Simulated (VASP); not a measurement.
Input of a VASP 6.6.1 run:

The input INCAR:

```
ALGO     = Normal         # electronic algorithm
EDIFF    = 1E-7           # SCF threshold, eV
ENCUT    = 520            # plane-wave cutoff, eV
ISIF     = 2              # what is computed and relaxed
ISMEAR   = -1             # smearing method
LASPH    = True           # aspherical terms in the spheres
LCHARG   = False          # write CHGCAR
LREAL    = False          # projectors in reciprocal space
LWAVE    = False          # write WAVECAR
NBANDS   = 11             # bands
NELM     = 60             # most SCF steps
PREC     = Accurate       # precision mode
SIGMA    = 0.1            # smearing width, eV
```

File KPOINTS:

```
k-points
0
Gamma
  5 5 5
```

File POSCAR:

```
Pd
1.0
    0.0000000000      1.9211411165      1.9211411165
    1.9211411165      0.0000000000      1.9211411165
    1.9211411165      1.9211411165      0.0000000000
Pd
1
Direct
    0.0000000000      0.0000000000      0.0000000000
```

Potentials or basis: VASP PAW LDA potentials, release 64 (Pd).

Launch:

```bash
$ cat potpaw_LDA.64/Pd/POTCAR > POTCAR
$ mpirun -np 1 vasp_std > vasp.out
```

(1) What does it give for the band gap on the k mesh?

(2) Predict the pressure.

Results:

(1) zero (band 5 reaches 10.32 eV, above the bottom of band 6 at 8.98 eV).

(2) 3.2 GPa.

Caveat: the k points lie up to 0.57 Å⁻¹ apart.
